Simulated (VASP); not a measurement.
# HC7 in VASP: single point with PBE+D3(BJ)

Aim: the single point of HC7 with PBE+D3(BJ).

Everything below comes from runs of VASP 6.6.1. Logs are shortened: lines on timing, memory, paths and dates and some standing lists are left out, and cuts for length are marked.

### 1 The cell of the first run

The cell holds a slab with vacuum, 8 atoms: a = 2.466 Å, b = 2.465 Å, c = 26.884 Å, α = 90.00°, β = 90.00°, γ = 120.01°.

### 2 Single point, PBE+D3(BJ), collinear spin

Input file INCAR:

```
PREC = Accurate
ENCUT = 520
EDIFF = 1E-6
ISMEAR = 0
SIGMA = 0.05
LREAL = F
LASPH = T
NELM = 150
ALGO = Normal
ISIF = 2
LWAVE = F
LCHARG = F
ISPIN = 2
MAGMOM = 0 0 0 0 0 0 1 0
LORBIT = 11
LDIPOL = T
IDIPOL = 3
DIPOL = 0.5 0.5 0.509
GGA = PE
IVDW = 12
NBANDS = 28
```

Input file KPOINTS:

```
Automatic mesh
0
Gamma
  12 12 1
```

Input file POSCAR:

```
HC7
1.0
    2.4656258772      0.0000000000      0.0000000000
   -1.2328129386      2.1341717661      0.0000000000
    0.0000000000      0.0000000000     26.8842702874
C H
7 1
Direct
    0.6666996622      0.3333993245      0.3161700098
    0.3333003378      0.6666006755      0.3161700098
    0.1668122042      0.3336244085      0.4419663510
    0.8331877958      0.6663755915      0.4419663510
    0.6666053002      0.3332106004      0.5692500920
    0.3333946998      0.6667893996      0.5692500920
    1.0000000000      1.0000000000      0.6858995582
    1.0000000000      1.0000000000      0.7276706771
```

Potentials or basis: VASP PAW PBE potentials, release 64 (C, H).

The run is started by

```sh
$ cat potpaw_PBE.64/C/POTCAR potpaw_PBE.64/H/POTCAR > POTCAR
$ mpirun -np 1 vasp_std > vasp.out
```

OUTCAR:

```text
PREC = Accurate
   ENCUT = 520
   EDIFF = 1E-6
   ISMEAR = 0
   LREAL = F
   LASPH = T
   NELM = 150
   ISIF = 2
   ISPIN = 2
   LORBIT = 11
   GGA = PE
   IVDW = 12
 IVDW          = 12

 ion  position               nearest neighbor table
   1  0.667  0.333  0.316-   2 1.42   2 1.42   2 1.42
   2  0.333  0.667  0.316-   1 1.42   1 1.42   1 1.42
   3  0.167  0.334  0.442-   4 1.42   4 1.42   4 1.42
   4  0.833  0.666  0.442-   3 1.42   3 1.42   3 1.42
   5  0.667  0.333  0.569-   6 1.42   6 1.42   6 1.42
   6  0.333  0.667  0.569-   5 1.42   5 1.42   5 1.42
   7  0.000  0.000  0.686-   8 1.12
   8  0.000  0.000  0.728-   7 1.12

  Warning from LATTYP: Monoclinic adjustment (A1->A3, A2->A1, A3->A2)!
  LATTYP: Found a base centered orthorhombic cell.
 ALAT       =     2.4656258772
 B/A-ratio  =     1.7311399802
 C/A-ratio  =    10.9036291905

  Lattice vectors:

 A1 = (   1.2328129386,  -2.1341717661,   0.0000000000)
 A2 = (   1.2328129386,   2.1341717661,   0.0000000000)
 A3 = (   0.0000000000,   0.0000000000,  26.8842702874)

Analysis of symmetry for initial positions (statically):
=====================================================================
 Subroutine PRICEL returns:
 Original cell was already a primitive cell.

 Routine SETGRP: Setting up the symmetry group for a
 base centered orthorhombic supercell.

 Subroutine GETGRP returns: Found  4 space group operations
 (whereof  4 operations were pure point group operations)
 out of a pool of  8 trial point group operations.

The static configuration has the point symmetry C_2v.

Analysis of symmetry for dynamics (positions and initial velocities):
=====================================================================
 Subroutine PRICEL returns:
 Original cell was already a primitive cell.

 Routine SETGRP: Setting up the symmetry group for a
 base centered orthorhombic supercell.

 Subroutine GETGRP returns: Found  4 space group operations
 (whereof  4 operations were pure point group operations)
 out of a pool of  8 trial point group operations.

The dynamic configuration has the point symmetry C_2v.

Analysis of structural, dynamic, and magnetic symmetry:
=====================================================================
 Subroutine PRICEL returns:
 Original cell was already a primitive cell.

 Routine SETGRP: Setting up the symmetry group for a
 base centered orthorhombic supercell.

 Subroutine GETGRP returns: Found  4 space group operations
 (whereof  4 operations were pure point group operations)
[... 167 lines left out ...]

 E-fermi :  -0.5358     XC(G=0):  -5.4024

 val. band max:       -0.5376040887   @ k =   0.0000   0.3333   0.0000
 cond. band min:      -0.5211899303   @ k =   0.3333   0.3333   0.0000
 fundamental gap:      0.0164141584
 Fermi energy:        -0.5358384504

 spin component 1

 k-point     1 :       0.0000    0.0000    0.0000
  band No.  band energies     occupation
      1     -20.0113      1.00000
      2     -19.7901      1.00000
      3     -18.9101      1.00000
      4     -13.5324      1.00000
      5      -8.4972      1.00000
      6      -7.6661      1.00000
[... 685 lines left out ...]
     25      11.0849      0.00000
     26      11.2675      0.00000

 [... further k-points ...]

 spin component 2

 k-point     1 :       0.0000    0.0000    0.0000
  band No.  band energies     occupation
      1     -20.0113      1.00000
      2     -19.7901      1.00000
      3     -18.9100      1.00000
      4     -13.5325      1.00000
      5      -8.4972      1.00000
      6      -7.6661      1.00000
[... 685 lines left out ...]
     25      11.0884      0.00000
     26      11.2724      0.00000

 [... further k-points ...]

 [bands above 26 left out]

------------------------ aborting loop because EDIFF is reached ----------------------------------------

 vacuum level on the upper side and lower side of the slab       (xc-potential included)        -0.168         0.008

 Edisp (eV)   -1.02130

 E8    (eV) :    -0.2931

  FORCE on cell =-STRESS in cart. coord.  units (eV):
  Direction    XX          YY          ZZ          XY          YZ          ZX
  --------------------------------------------------------------------------------------
  -------------------------------------------------------------------------------------
  Total      -2.71994    -2.59586    -0.04341     0.00000     0.00000     0.00000
  in kB     -30.80454   -29.39926    -0.49159     0.00000     0.00000     0.00000
  external pressure =      -20.23 kB  Pullay stress =        0.00 kB

 VOLUME and BASIS-vectors are now :
 -----------------------------------------------------------------------------
  energy-cutoff  :      520.00
  volume of cell :      141.47
      direct lattice vectors                 reciprocal lattice vectors
     2.465625877  0.000000000  0.000000000     0.405576535  0.234282923  0.000000000
    -1.232812939  2.134171766  0.000000000     0.000000000  0.468565846  0.000000000
     0.000000000  0.000000000 26.884270287     0.000000000  0.000000000  0.037196472

 POSITION                                       TOTAL-FORCE (eV/Angst)
 -----------------------------------------------------------------------------------
      1.23281      0.71153      8.50000         0.000000      0.046243     -0.002917
      0.00000      1.42264      8.50000         0.000000     -0.046243     -0.002917
     -0.00000      0.71201     11.88194         0.000000     -0.004124      0.006133
      1.23281      1.42216     11.88194         0.000000      0.004124      0.006133
      1.23281      0.71113     15.30387        -0.000000     -0.013667     -0.001051
      0.00000      1.42304     15.30387         0.000000      0.013667     -0.001051
      0.00000      0.00000     18.43991         0.000000      0.000000     -0.027210
      0.00000      0.00000     19.56290         0.000000      0.000000      0.022881
 -----------------------------------------------------------------------------------
    total drift:                               -0.000000     -0.000000     -0.000361

  FREE ENERGIE OF THE ION-ELECTRON SYSTEM (eV)
  ---------------------------------------------------
  free  energy   TOTEN  =       -64.5695188806 eV

  energy  without entropy=      -64.5673579545  energy(sigma->0) =      -64.56843842

 vacuum level on the upper side and lower side of the slab         3.393         3.585

 total charge

# of ion       s       p       d       tot
------------------------------------------
    1        0.863   1.787   0.000   2.651
    2        0.863   1.787   0.000   2.651
    3        0.864   1.786   0.000   2.650
    4        0.864   1.786   0.000   2.650
    5        0.864   1.783   0.000   2.647
    6        0.864   1.783   0.000   2.647
    7        0.975   1.130   0.000   2.105
    8        0.639   0.043   0.000   0.682
--------------------------------------------------
tot          6.796  11.887   0.000  18.683

 magnetization (x)

# of ion       s       p       d       tot
------------------------------------------
    1       -0.000  -0.000   0.000  -0.000
    2       -0.000  -0.000   0.000  -0.000
    3       -0.000  -0.000   0.000  -0.000
    4       -0.000  -0.000   0.000  -0.000
    5        0.000   0.000   0.000   0.000
    6        0.000   0.000   0.000   0.000
    7       -0.000  -0.000   0.000  -0.000
    8        0.000  -0.000   0.000   0.000
--------------------------------------------------
tot         -0.000  -0.000   0.000  -0.000
```

stdout:

```text
POSCAR found type information on POSCAR C H
 POSCAR found :  2 types and       8 ions
 scaLAPACK will be used
 LDA part: xc-table for (Slater+PW92), standard interpolation
 POSCAR, INCAR and KPOINTS ok, starting setup
 FFT: planning ... GRIDC
 FFT: planning ... GRID_SOFT
 FFT: planning ... GRID
 WAVECAR not read
 entering main loop
```

It took 15 min on 1 thread of Intel Xeon 6975P-C, shared host; peak memory 0.45 GiB.

Results:

```
Free energy                                           : -64.5695 eV
Largest force                                         : 0.046 eV/Å
Net moment                                            : 0.00 μB per cell
Valence electrons inside the program's atomic spheres : C 2.65, 2.10; H 0.68
Dispersion energy per atom                            : -0.128 eV
```

Forces in eV/Å, atoms in the order of the input:
```
C    0.000  0.046 -0.003
C    0.000 -0.046 -0.003
C    0.000 -0.004  0.006
C    0.000  0.004  0.006
C    0.000 -0.014 -0.001
C    0.000  0.014 -0.001
C    0.000  0.000 -0.027
H    0.000  0.000  0.023
```
